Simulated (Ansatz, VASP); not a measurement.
## Two plane-wave programs on TiAl

```
Ti Al
1.0
     3.17906    0.00000    0.00000
     0.00000    3.17906    0.00000
     0.00000    0.00000    2.92474
Ti Al
1 1
Direct
  0.00000 0.00000 0.00000
  0.50000 0.50000 0.50000
```

Change from the starting cell: strain +0.000 along x and y, -0.080 along z, atoms carried along.

Alike in both runs: task single point; functional LDA; k mesh 16 × 16 × 16; occupations gaussian, width 0.15 eV; no spin polarisation.

|  | VASP | Ansatz |
| --- | --- | --- |
| version | VASP 6.6.1 | Ansatz 0.2.0 |
| potentials or method | VASP PAW LDA potentials, release 64 (Ti_sv, Al), cutoff 520 eV | scalar-relativistic, plane waves, PAW |
| valence electrons in the cell | 15 | 15 |

|  | VASP | Ansatz | Ansatz less VASP |
| --- | --- | --- | --- |
| gap on the k mesh at the Fermi level (eV) | none | none | - |
| pressure (GPa) | 4.6 | 4.5 | -0.16 |
| traceless stress, the component that is largest in VASP (GPa) | -1.10 | -1.09 | +0.018 |

LDA's correlation is that of Perdew and Zunger in VASP and of Perdew and Wang (1992) in Ansatz. A gap of «none» marks a metal or a gap that the smearing closes.
